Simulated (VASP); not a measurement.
# Zn4SeS3 (P-4m2) in VASP: notebook

Runs on Zn4SeS3. Level: PBE. Tasks: single point, relaxation of shape and atoms at fixed volume.

All numbers are computed with VASP 6.6.1; they aren't measurements. Logs are shortened: lines on timing, memory, paths and dates and some standing lists are left out, and cuts for length are marked.

### Step 1. The cell of the first run

The structure is tetragonal, space group P-4m2 (No. 115). Conventional cell: a = 4.026 Å, b = 4.026 Å, c = 11.385 Å, α = 90.00°, β = 90.00°, γ = 90.00°. Zn (site symmetry 2mm) has 4 S at 2.44 Å within 3.2 Å. Within 3.2 Å of Zn (site symmetry 2mm) lie 2 S at 2.45 Å and 2 Se at 2.53 Å. Within 3.3 Å of Se (site symmetry -4m2) lie 4 Zn at 2.53 Å. S (site symmetry -4m2) has 4 Zn at 2.44 Å within 3.2 Å. Within 3.2 Å of S (site symmetry 2mm) lie 4 Zn at 2.44 to 2.45 Å.

### Step 2. Single point, PBE (23.07 Å³/atom)

INCAR reads:

```
PREC = Accurate ; ENCUT = 520
EDIFF = 1E-7 ; ISMEAR = 0
SIGMA = 0.02 ; LREAL = False
LASPH = True ; NELM = 80
ALGO = Normal ; ISIF = 2
LWAVE = False ; LCHARG = False
GGA = PE ; NBANDS = 46
```

KPOINTS reads:

```
Automatic mesh
0
Gamma
  8 8 4
```

POSCAR reads:

```
Zn4SeS3
1.0
    4.0262154464      0.0000000000      0.0000000000
    0.0000000000      4.0262154464      0.0000000000
    0.0000000000      0.0000000000     11.3854465707
Zn Se S
4 1 3
Direct
    0.5000000000      0.0000000000      0.8784901930
    0.0000000000      0.5000000000      0.1215098070
    0.5000000000      0.0000000000      0.3652725287
    0.0000000000      0.5000000000      0.6347274713
    0.0000000000      0.0000000000      0.5000000000
    0.0000000000      0.0000000000      0.0000000000
    0.5000000000      0.5000000000      0.2432945806
    0.5000000000      0.5000000000      0.7567054194
```

Potentials or basis: VASP PAW PBE potentials, release 64 (Zn, Se, S).

On the command line:

```console
$ cat potpaw_PBE.64/Zn/POTCAR potpaw_PBE.64/Se/POTCAR potpaw_PBE.64/S/POTCAR > POTCAR
$ mpirun -np 1 vasp_std > vasp.out
```

OUTCAR:

```text
PREC = Accurate
   ENCUT = 520
   EDIFF = 1E-7
   ISMEAR = 0
   LREAL = False
   LASPH = True
   NELM = 80
   ISIF = 2
   GGA = PE

 ion  position               nearest neighbor table
   1  0.500  0.000  0.878-   6 2.44   6 2.44   8 2.44   8 2.44
   2  0.000  0.500  0.122-   6 2.44   6 2.44   7 2.44   7 2.44
   3  0.500  0.000  0.365-   7 2.45   7 2.45   5 2.53   5 2.53
   4  0.000  0.500  0.635-   8 2.45   8 2.45   5 2.53   5 2.53
   5  0.000  0.000  0.500-   3 2.53   4 2.53   4 2.53   3 2.53
   6  0.000  0.000  0.000-   1 2.44   2 2.44   2 2.44   1 2.44
   7  0.500  0.500  0.243-   2 2.44   2 2.44   3 2.45   3 2.45
   8  0.500  0.500  0.757-   1 2.44   1 2.44   4 2.45   4 2.45

  LATTYP: Found a simple tetragonal cell.
 ALAT       =     4.0262154464
 C/A-ratio  =     2.8278284464

  Lattice vectors:

 A1 = (   4.0262154464,   0.0000000000,   0.0000000000)
 A2 = (   0.0000000000,   4.0262154464,   0.0000000000)
 A3 = (   0.0000000000,   0.0000000000,  11.3854465707)

Analysis of symmetry for initial positions (statically):
=====================================================================
 Subroutine PRICEL returns:
 Original cell was already a primitive cell.

 Routine SETGRP: Setting up the symmetry group for a
 simple tetragonal supercell.

 Subroutine GETGRP returns: Found  8 space group operations
 (whereof  8 operations were pure point group operations)
 out of a pool of 16 trial point group operations.

The static configuration has the point symmetry D_2d.

Analysis of symmetry for dynamics (positions and initial velocities):
=====================================================================
 Subroutine PRICEL returns:
 Original cell was already a primitive cell.

 Routine SETGRP: Setting up the symmetry group for a
 simple tetragonal supercell.

 Subroutine GETGRP returns: Found  8 space group operations
 (whereof  8 operations were pure point group operations)
 out of a pool of 16 trial point group operations.

The dynamic configuration has the point symmetry D_2d.

 Subroutine INISYM returns: Found  8 space group operations
 (whereof  8 operations are pure point group operations),
 and found     1 'primitive' translations

----------------------------------------------------------------------------------------

                                     Primitive cell

  volume of cell :     184.5628
[... 106 lines left out ...]
   NFREE  =      0    steps in history (QN), initial steepest desc. (CG)
   ISIF   =      2    stress and relaxation
   ISYM   =      2    0-nonsym 1-usesym 2-fastsym
   POTIM  = 0.5000    time-step for ionic-motion
   TEBEG  =    0.0;   TEEND  =   0.0 temperature during run
   PSTRESS=    0.0 pullay stress
   NELECT =      72.0000    total number of electrons
   NUPDOWN=      -1.0000    fix difference up-down
   EMIN   =  10.00;   EMAX   =-10.00  energy-range for DOS
   EFERMI =   0.00;   METHOD = LEGACY
   ISMEAR =     0;   SIGMA  =   0.02  broadening in eV -4-tet -1-fermi 0-gaus
   EFERMI_NEDOS =   21; number of points for ismear=-14 and -15
   IALGO  =     38    algorithm
   IMIX   =      4    mixing-type and parameters
     AMIX     =   0.40;   BMIX     =  1.00
     AMIX_MAG =   1.60;   BMIX_MAG =  1.00
  volume/ion in A,a.u.               =      23.07       155.69
  Fermi-wavevector in a.u.,A,eV,Ry     =   1.196201  2.260493 19.468546  1.430898
  Thomas-Fermi vector in A             =   2.332148
   LORBIT       =      0    0 simple, 1 ext, 2 COOP (PROOUT), +10 PAW based schemes
   GGA     = PE    functional components
   LHFCALC =     F    Hartree Fock is set to
   AEXX    =    0.0000 exact exchange contribution
   IVDW    =     0    specifies the selected vdW correction
   LEPSILON=     F    determine dielectric tensor
   LRPA    =     F    only Hartree local field effects (RPA)
 non-spin polarized calculation
 Gauss-broadening in eV      SIGMA  =   0.02
  energy-cutoff  :      520.00
  volume of cell :      184.56
 maximum number of plane-waves:      5010
 NGX is ok and might be reduce to    30
   NGX = 15   NGY = 15   NGZ = 43

 number of electron      72.0000081 magnetization

 Free energy of the ion-electron system (eV)
  ---------------------------------------------------
  ext. energy  EPLUGINS =         0.00000000
  ---------------------------------------------------
  free energy    TOTEN  =       -26.26038489 eV

  energy without entropy =      -26.26038489  energy(sigma->0) =      -26.26038489

 E-fermi :   1.1280     XC(G=0):  -9.0036

 val. band max:        1.0285308071   @ k =   0.0000   0.0000   0.0000
 cond. band min:       2.3427122282   @ k =   0.0000   0.0000   0.0000
 fundamental gap:      1.3141814211
 Fermi energy:         1.1280362244

 k-point     1 :       0.0000    0.0000    0.0000
  band No.  band energies     occupation
      1     -11.4669      2.00000
      2     -11.0460      2.00000
      3     -11.0315      2.00000
      4     -10.5432      2.00000
      5      -5.0668      2.00000
      6      -5.0611      2.00000
[... 1165 lines left out ...]
     45       7.8270      0.00000
     46       7.9409      0.00000

 [... further k-points ...]

------------------------ aborting loop because EDIFF is reached ----------------------------------------

  FORCE on cell =-STRESS in cart. coord.  units (eV):
  Direction    XX          YY          ZZ          XY          YZ          ZX
  --------------------------------------------------------------------------------------
  -------------------------------------------------------------------------------------
  Total       -5.7237674     -5.7237674     -5.7199934      0.0000000      0.0000000      0.0000000
  in kB      -49.6876515    -49.6876515    -49.6548894      0.0000000      0.0000000      0.0000000
  external PRESSURE =     -49.6767308 kB  Pullay stress =       0.0000000 kB

 VOLUME and BASIS-vectors are now :
 -----------------------------------------------------------------------------
  energy-cutoff  :      520.00
  volume of cell :      184.56
      direct lattice vectors                 reciprocal lattice vectors
     4.026215446  0.000000000  0.000000000     0.248372203  0.000000000  0.000000000
     0.000000000  4.026215446  0.000000000     0.000000000  0.248372203  0.000000000
     0.000000000  0.000000000 11.385446571     0.000000000  0.000000000  0.087831425

 POSITION                                       TOTAL-FORCE (eV/Angst)
 -----------------------------------------------------------------------------------
      2.01311      0.00000     10.00200         0.000000     -0.000000     -0.000503
      0.00000      2.01311      1.38344         0.000000     -0.000000      0.000503
      2.01311      0.00000      4.15879         0.000000     -0.000000      0.000917
      0.00000      2.01311      7.22666         0.000000     -0.000000     -0.000917
      0.00000      0.00000      5.69272         0.000000     -0.000000      0.000000
      0.00000      0.00000      0.00000         0.000000     -0.000000      0.000000
      2.01311      2.01311      2.77002         0.000000      0.000000     -0.004114
      2.01311      2.01311      8.61543         0.000000      0.000000      0.004114
 -----------------------------------------------------------------------------------
    total drift:                                0.000000      0.000000      0.000000

  FREE ENERGIE OF THE ION-ELECTRON SYSTEM (eV)
  ---------------------------------------------------
  free  energy   TOTEN  =       -26.2603848914 eV

  energy  without entropy=      -26.2603848914  energy(sigma->0) =      -26.26038489
```

It took 3.1 min on 1 thread of Intel Xeon 6975P-C (Granite Rapids), shared host; peak memory 0.46 GiB.

Results:

- Free energy: -26.2604 eV
- Pressure: -5.0 GPa
- Largest force: 0.004 eV/Å
- Band gap on the k mesh: 1.31 eV

Forces in eV/Å, atoms in the order of the input:
```
Zn   0.000  0.000 -0.001
Zn   0.000  0.000  0.001
Zn   0.000  0.000  0.001
Zn   0.000  0.000 -0.001
Se   0.000  0.000  0.000
S    0.000  0.000  0.000
S    0.000  0.000 -0.004
S    0.000  0.000  0.004
```

Levels at points of the mesh, in eV from the valence-band top:
```csv
k point,band 33,band 34,band 35,band 36,band 37,band 38,band 39,band 40
"(0.00, 0.00, 0.00)",-0.93,-0.09,0.00,0.00,1.31,3.47,3.71,3.78
"(0.50, 0.00, 0.00)",-0.95,-0.81,-0.76,-0.28,2.73,2.83,4.10,4.26
"(0.50, 0.50, 0.00)",-1.97,-1.87,-1.87,-1.74,3.36,3.57,3.78,3.78
"(0.00, 0.00, 0.50)",-0.55,-0.55,-0.18,-0.18,2.48,2.59,3.69,3.71
"(0.50, 0.00, 0.50)",-0.97,-0.97,-0.95,-0.28,3.34,3.47,3.47,3.57
"(0.50, 0.50, 0.50)",-2.12,-2.07,-2.07,-1.86,4.06,4.27,4.30,4.32
```

Caveat: the cell stands under tension.

### Step 3. Relaxation of shape and atoms at fixed volume, PBE (21.60 Å³/atom)

This run uses another cell than the first one, of 21.60 Å³/atom.

INCAR reads:

```
PREC = Accurate ; ENCUT = 600
EDIFF = 1E-6 ; ISMEAR = 0
SIGMA = 0.02 ; LREAL = False
LASPH = True ; NELM = 100
ALGO = Normal ; ISIF = 4
LWAVE = False ; LCHARG = False
GGA = PE ; IBRION = 2
NSW = 50 ; EDIFFG = -0.01
```

KPOINTS reads:

```
regular mesh
0
Gamma
  8 8 4
```

POSCAR reads:

```
Zn4SeS3
1.0
    3.9392545296      0.0000000000      0.0000000000
    0.0000000000      3.9392545296      0.0000000000
    0.0000000000      0.0000000000     11.1368031765
Zn Se S
4 1 3
Direct
    0.5000000000      0.0000000000      0.8785220000
    0.0000000000      0.5000000000      0.1214780000
    0.5000000000      0.0000000000      0.3648750000
    0.0000000000      0.5000000000      0.6351250000
    0.0000000000      0.0000000000      0.5000000000
    0.0000000000      0.0000000000      0.0000000000
    0.5000000000      0.5000000000      0.2431810000
    0.5000000000      0.5000000000      0.7568190000
```

Potentials or basis: VASP PAW PBE potentials, release 64 (Zn, Se, S).

On the command line:

```console
$ cat potpaw_PBE.64/Zn/POTCAR potpaw_PBE.64/Se/POTCAR potpaw_PBE.64/S/POTCAR > POTCAR
$ mpirun -np 1 vasp_std > vasp.out
```

It took 8.8 min on 1 thread of Oxide Virtual Turin-like, shared host; peak memory 0.48 GiB.

It converged, with:

```yaml
Free_energy: -26.5097 eV
Pressure_after_relaxing: -1.7 GPa
Largest_force_after_relaxing: 0.007 eV/Å
Band_gap_on_the_k_mesh: 1.57 eV
```

Forces in eV/Å, atoms in the order of the input:
```
Zn   0.000  0.000  0.002
Zn   0.000  0.000 -0.002
Zn   0.000  0.000  0.007
Zn   0.000  0.000 -0.007
Se   0.000  0.000  0.000
S    0.000  0.000  0.000
S    0.000  0.000 -0.004
S    0.000  0.000  0.004
```

Final structure:
```cif
data_structure
_symmetry_space_group_name_H-M 'P 1'
_symmetry_Int_Tables_number 1
_cell_length_a 3.9393
_cell_length_b 3.9393
_cell_length_c 11.1368
_cell_angle_alpha 90.000
_cell_angle_beta 90.000
_cell_angle_gamma 90.000
_cell_volume 172.82
loop_
_atom_site_label
_atom_site_type_symbol
_atom_site_fract_x
_atom_site_fract_y
_atom_site_fract_z
_atom_site_occupancy
Zn1 Zn 0.50000 0.00000 0.87852 1
Zn2 Zn 0.00000 0.50000 0.12148 1
Zn3 Zn 0.50000 0.00000 0.36488 1
Zn4 Zn 0.00000 0.50000 0.63513 1
Se1 Se 0.00000 0.00000 0.50000 1
S1 S 0.00000 0.00000 0.00000 1
S2 S 0.50000 0.50000 0.24318 1
S3 S 0.50000 0.50000 0.75682 1
```

Levels at points of the mesh, in eV from the valence-band top:
```csv
k point,band 33,band 34,band 35,band 36,band 37,band 38,band 39,band 40
"(0.00, 0.00, 0.00)",-1.04,-0.09,0.00,0.00,1.57,3.34,3.77,4.03
"(0.50, 0.00, 0.00)",-1.05,-0.90,-0.85,-0.32,2.86,2.97,4.31,4.50
"(0.50, 0.50, 0.00)",-2.20,-2.08,-2.08,-1.93,3.21,3.45,3.83,3.83
"(0.00, 0.00, 0.50)",-0.61,-0.61,-0.21,-0.21,2.75,2.86,3.57,3.65
"(0.50, 0.00, 0.50)",-1.07,-1.07,-1.06,-0.32,3.52,3.64,3.65,3.77
"(0.50, 0.50, 0.50)",-2.37,-2.29,-2.29,-2.08,3.97,4.19,4.23,4.28
```

Caveat: the relaxation stopped at its first step, so nothing moved. A k mesh can miss the band edges.

### Step 4. Relaxation of shape and atoms at fixed volume, PBE (23.07 Å³/atom)

INCAR reads:

```
SYSTEM = Zn4SeS3
PREC = Accurate
ENCUT = 600
EDIFF = 1E-6
ISMEAR = 0
SIGMA = 0.02
LREAL = .FALSE.
LASPH = .TRUE.
NELM = 80
ALGO = Normal
ISIF = 4
LWAVE = .FALSE.
LCHARG = .FALSE.
GGA = PE
IBRION = 2
NSW = 50
EDIFFG = -0.01
```

KPOINTS reads:

```
Automatic mesh
0
G
  8 8 4
  0 0 0
```

POSCAR reads:

```
Zn4SeS3
1.0
    4.0263801420      0.0000000000      0.0000000000
    0.0000000000      4.0263801420      0.0000000000
    0.0000000000      0.0000000000     11.3845151663
Zn Se S
4 1 3
Direct
    0.5000000000      0.0000000000      0.8785036396
    0.0000000000      0.5000000000      0.1214963604
    0.5000000000      0.0000000000      0.3651025855
    0.0000000000      0.5000000000      0.6348974145
    0.0000000000      0.0000000000      0.5000000000
    0.0000000000      0.0000000000      0.0000000000
    0.5000000000      0.5000000000      0.2432512397
    0.5000000000      0.5000000000      0.7567487603
```

On the command line:

```console
$ cat potpaw_PBE.64/Zn/POTCAR potpaw_PBE.64/Se/POTCAR potpaw_PBE.64/S/POTCAR > POTCAR
$ mpirun -np 1 vasp_std > vasp.out
```

It took 11 min on 1 thread of Oxide Virtual Turin-like, shared host; peak memory 0.53 GiB.

The run converged. Its results:

```
Free energy                  : -26.2599 eV
Energy gained by relaxing    : 0.0 meV/atom
Ionic steps                  : 2
Pressure after relaxing      : -5.0 GPa
Largest force after relaxing : 0.008 eV/Å
Band gap on the k mesh       : 1.31 eV
```

Forces in eV/Å, atoms in the order of the input:
```
Zn   0.000  0.000  0.002
Zn   0.000  0.000 -0.002
Zn   0.000  0.000  0.008
Zn   0.000  0.000 -0.008
Se   0.000  0.000  0.000
S    0.000  0.000  0.000
S    0.000  0.000 -0.003
S    0.000  0.000  0.003
```

Final structure:
```
Zn Se S
1.0
     4.02633    0.00000    0.00000
     0.00000    4.02633    0.00000
     0.00000    0.00000   11.38478
Zn Se S
4 1 3
Cartesian
  2.0132 4.0263 10.0017
  4.0263 2.0132 1.3831
  2.0132 4.0263 4.1573
  4.0263 2.0132 7.2275
  4.0263 4.0263 5.6924
  4.0263 4.0263 0.0000
  2.0132 2.0132 2.7690
  2.0132 2.0132 8.6158
```

Levels at points of the mesh, in eV from the valence-band top:
| k point | band 32 | band 33 | band 34 | band 35 | band 36 | band 37 | band 38 | band 39 | band 40 | band 41 |
| --- | --- | --- | --- | --- | --- | --- | --- | --- | --- | --- |
| (0.00, 0.00, 0.00) | -0.93 | -0.93 | -0.09 | 0.00 | 0.00 | 1.31 | 3.47 | 3.71 | 3.78 | 3.92 |
| (0.50, 0.00, 0.00) | -0.97 | -0.95 | -0.81 | -0.76 | -0.28 | 2.73 | 2.83 | 4.10 | 4.26 | 6.26 |
| (0.50, 0.50, 0.00) | -2.28 | -1.97 | -1.87 | -1.87 | -1.74 | 3.35 | 3.57 | 3.78 | 3.78 | 5.26 |
| (0.00, 0.00, 0.50) | -1.17 | -0.55 | -0.55 | -0.18 | -0.18 | 2.48 | 2.59 | 3.69 | 3.71 | 3.94 |
| (0.50, 0.00, 0.50) | -1.36 | -0.97 | -0.97 | -0.96 | -0.28 | 3.34 | 3.47 | 3.47 | 3.57 | 6.18 |
| (0.50, 0.50, 0.50) | -2.18 | -2.12 | -2.06 | -2.06 | -1.86 | 4.05 | 4.27 | 4.30 | 4.32 | 4.32 |

A k mesh can miss the band edges.

### Step 5. The runs side by side

```csv
task,cell,cutoff (eV),gap on the mesh (eV),pressure (GPa),largest force (eV/Å)
single point,"a = 4.026, b = 4.026, c = 11.385 Å, 8 atoms",520,1.31,-5.0,-
relaxation of shape and atoms at fixed volume,"relaxed from a = 3.939, b = 3.939, c = 11.137 Å, 8 atoms",600,1.57,-1.7,0.01
relaxation of shape and atoms at fixed volume,"relaxed from a = 4.026, b = 4.026, c = 11.385 Å, 8 atoms",600,1.31,-5.0,0.01
```

Alike in all rows: level PBE; potentials or basis VASP PAW PBE potentials, release 64 (Zn, Se, S); no spin polarisation; k mesh 8 × 8 × 4; smearing gaussian 0.02 eV.

Caveats: the cell stands under tension (at least some runs); the relaxation stopped at its first step, so nothing moved (at least some runs).

Absolute energies hang on the potentials; compare differences alone.
